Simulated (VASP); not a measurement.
Input of a VASP 6.6.1 run:

Contents of POSCAR:

```
AlNi3
1.0
    0.0000000000      2.5777376547      2.9139643053
    2.5777376547      0.0000000000      2.9139643053
    2.5777376547      2.5777376547      0.0000000000
Al Ni
1 3
Direct
    0.5000000000      0.5000000000      0.5000000000
    0.2500000000      0.2500000000      0.2500000000
    0.0000000000      0.0000000000      0.0000000000
    0.7500000000      0.7500000000      0.7500000000
```

The input INCAR.step1:

```
PREC     = Accurate       # precision mode
ENCUT    = 520            # plane-wave cutoff, eV
ISMEAR   = 0              # smearing method
SIGMA    = 0.15           # smearing width, eV
LREAL    = False          # projectors in reciprocal space
LASPH    = True           # aspherical terms in the spheres
NELM     = 60             # most SCF steps
NBANDS   = 24             # bands
GGA      = PE             # functional
ALGO     = Normal         # electronic algorithm
EDIFF    = 1E-4           # SCF threshold, eV
LWAVE    = True           # write WAVECAR
LCHARG   = False          # write CHGCAR
```

The input INCAR.step2:

```
PREC     = Accurate       # precision mode
ENCUT    = 520            # plane-wave cutoff, eV
EDIFF    = 1E-6           # SCF threshold, eV
ISMEAR   = 0              # smearing method
SIGMA    = 0.15           # smearing width, eV
LREAL    = False          # projectors in reciprocal space
LASPH    = True           # aspherical terms in the spheres
NELM     = 60             # most SCF steps
ALGO     = Normal         # electronic algorithm
ISIF     = 2              # what is computed and relaxed
LWAVE    = False          # write WAVECAR
LCHARG   = False          # write CHGCAR
METAGGA  = R2SCAN         # meta-GGA
LMIXTAU  = True         
NBANDS   = 24             # bands
ISTART   = 1
```

The input KPOINTS:

```
regular mesh
0
Gamma
  14 14 14
```

Potentials or basis: VASP PAW PBE potentials, release 64 (Al, Ni).

Run with:

```console
$ cat potpaw_PBE.64/Al/POTCAR potpaw_PBE.64/Ni/POTCAR > POTCAR
$ cp INCAR.step1 INCAR
$ mpirun -np 1 vasp_std > vasp.out
$ cp INCAR.step2 INCAR
$ mpirun -np 1 vasp_std > vasp.out
```

Predict the pressure.

34.4 GPa.

Estimate the band gap on the k mesh.

zero (an odd number of electrons rules out a gap without spin polarisation).

Stress tensor (GPa, compression positive):
```
33.58  0.00  0.00
 0.00 33.58  0.00
 0.00  0.00 36.03
```

Caveat: the cell differs from its parent crystal (strain -0.080 along x and y, +0.040 along z); the cell stands under pressure; the PAW data sets were made with another functional, which shifts forces and pressure a little. Spin polarisation is off, so any magnetic state and its effect on volume and gap are missing.
